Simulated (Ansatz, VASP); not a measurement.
Ge: VASP beside Ansatz

```xyz
4
Lattice="3.9976 0.0000 0.0000 -1.9988 3.4620 0.0000 0.0000 0.0000 6.6179" Properties=species:S:1:pos:R:3 pbc="T T T"
Ge    0.0000    2.3080    0.0037
Ge    1.9988    1.1540    3.3127
Ge    0.0000    2.3080    2.4780
Ge    1.9988    1.1540    5.7869
```

Change from the starting cell: uniaxial_z strain +0.4%.

Alike in both runs: task single point; functional r2SCAN; k mesh 12 × 12 × 4; occupations fermi-dirac, width 0.02 eV; no spin polarisation.

|  | VASP | Ansatz |
| --- | --- | --- |
| version | VASP 6.6.1 | Ansatz 0.2.0 |
| potentials or method | VASP PAW PBE potentials, release 64 (Ge_d) | plane waves, PAW |
| plane-wave cutoff (eV) | 520 | 500 |
| valence electrons in the cell | 56 | 56 |

Ansatz gave:

- pressure (GPa): -0.2
- traceless stress, the component that is largest in VASP (GPa): -0.23
- rms of the force components (eV/Å): 0.003

Problem. Estimate VASP's values.

Solution. Pressure (GPa): -0.2; traceless stress, the component that is largest in VASP (GPa): -0.25; rms of the force components (eV/Å): 0.004.

VASP's potentials were made for PBE, not for r2SCAN. Atom by atom the forces differ by 0.001 eV/Å (rms over components). With one functional, cell and mesh, what is left measures potentials, basis and numerics.
